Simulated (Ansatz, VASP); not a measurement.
# CaO in VASP and in Ansatz

```xyz
2
Lattice="0.0000 2.3976 2.3976 2.3976 0.0000 2.3976 2.3976 2.3976 0.0000" Properties=species:S:1:pos:R:3 pbc="T T T"
Ca    0.0000    0.0000    0.0000
O     2.3976    2.3976    2.3976
```

Alike in both runs: task single point; functional PBE; k mesh 10 × 10 × 10; occupations fermi-dirac, width 0.02 eV; no spin polarisation.

```csv
,VASP,Ansatz
version,VASP 6.6.1,Ansatz 0.2.0
potentials or method,"VASP PAW PBE potentials, release 64 (Ca_sv, O)","plane waves, PAW"
plane-wave cutoff (eV),520,420
valence electrons in the cell,16,16
```

|  | VASP | Ansatz | Ansatz less VASP |
| --- | --- | --- | --- |
| gap on the k mesh at the Fermi level (eV) | 3.63 | 3.65 | +0.020 |
| pressure (GPa) | 3.1 | 2.5 | -0.59 |

With one functional, cell and mesh, what is left measures potentials, basis and numerics.
